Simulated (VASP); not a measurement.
Al2Pt:

```xyz
12
Lattice="5.9100 0.0000 0.0000 0.0000 5.9100 0.0000 0.0000 0.0000 5.9100" Properties=species:S:1:pos:R:3 pbc="T T T"
Al    1.4775    1.4775    1.4775
Al    4.4325    4.4325    1.4775
Al    4.4325    1.4775    4.4325
Al    1.4775    4.4325    4.4325
Al    4.4325    4.4325    4.4325
Al    1.4775    1.4775    4.4325
Al    1.4775    4.4325    1.4775
Al    4.4325    1.4775    1.4775
Pt    0.0000    0.0000    0.0000
Pt    2.9550    2.9550    0.0000
Pt    2.9550    0.0000    2.9550
Pt    0.0000    2.9550    2.9550
```

Base run:

- Program: VASP 6.6.1
- Functional: PBEsol
- Potentials or basis: VASP PAW PBE potentials, release 64 (Al, Pt)
- Cutoff: 520 eV
- k mesh: 6 × 6 × 6
- Occupations: fermi-dirac, width 0.05 eV
- Spin: no spin polarisation

Its results: band gap on the k mesh zero (bands 32 and 33 overlap by 2.62 eV); pressure -1.0 GPa.

Task: The run is repeated on the same cell with these changes: functional from PBEsol to LDA; potentials or basis from VASP PAW PBE potentials, release 64 (Al, Pt) to VASP PAW LDA potentials, release 64 (Al, Pt). What comes out?

Result: Band gap on the k mesh zero (bands 32 and 33 overlap by 2.61 eV); pressure -3.6 GPa.

Caveats: spin-orbit coupling is left out, which moves the levels of the heavy elements; the PAW data sets were made with another functional, which shifts forces and pressure a little (at least some runs); the cell stands under tension (at least some runs).
